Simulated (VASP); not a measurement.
A run of VASP 6.6.1 is set up as follows.

INCAR

```
  PREC = Accurate
  ENCUT = 600
  EDIFF = 1E-6
  ISMEAR = 0
  SIGMA = 0.01
  LREAL = False
  LASPH = True
  NELM = 60
  ALGO = Normal
  ISIF = 3
  LWAVE = False
  LCHARG = False
  GGA = CA
  IBRION = 2
  NSW = 80
  EDIFFG = -0.002
```

The input KPOINTS:

```
regular mesh
0
Gamma
  6 6 6
```

File POSCAR:

```
Si3N4
1.0
    0.0000000000      3.8382500000      3.8382500000
    3.8382500000      0.0000000000      3.8382500000
    3.8382500000      3.8382500000      0.0000000000
Si N
6 8
Direct
    0.6250000000      0.6250000000      0.6250000000
    0.1250000000      0.6250000000      0.6250000000
    0.6250000000      0.6250000000      0.1250000000
    0.6250000000      0.1250000000      0.6250000000
    0.0000000000      0.0000000000      0.0000000000
    0.2500000000      0.2500000000      0.2500000000
    0.3824000000      0.3824000000      0.3824000000
    0.3972000000      0.8676000000      0.8676000000
    0.3824000000      0.3824000000      0.8528000000
    0.8676000000      0.3972000000      0.8676000000
    0.8528000000      0.3824000000      0.3824000000
    0.8676000000      0.8676000000      0.8676000000
    0.3824000000      0.8528000000      0.3824000000
    0.8676000000      0.8676000000      0.3972000000
```

Potentials or basis: VASP PAW LDA potentials, release 64 (Si, N).

Launch:

```bash
$ cat potpaw_LDA.64/Si/POTCAR potpaw_LDA.64/N/POTCAR > POTCAR
$ mpirun -np 1 vasp_std > vasp.out
```

Problem. What does it give for the relaxed volume?

Solution. 8.14 Å³/atom.

Problem. Predict the relaxed cell.

Solution. a = 5.442 Å, b = 5.442 Å, c = 5.442 Å, α = 60.00°, β = 60.00°, γ = 60.00°.

Final structure:
```
Si N
1.0
     0.00000    3.84776    3.84776
     3.84776    0.00000    3.84776
     3.84776    3.84776    0.00000
Si N
6 8
Direct
  0.62500 0.62500 0.62500
  0.12500 0.62500 0.62500
  0.62500 0.62500 0.12500
  0.62500 0.12500 0.62500
  0.00000 0.00000 0.00000
  0.25000 0.25000 0.25000
  0.38242 0.38242 0.38242
  0.39726 0.86758 0.86758
  0.38242 0.38242 0.85274
  0.86758 0.39726 0.86758
  0.85274 0.38242 0.38242
  0.86758 0.86758 0.86758
  0.38242 0.85274 0.38242
  0.86758 0.86758 0.39726
```
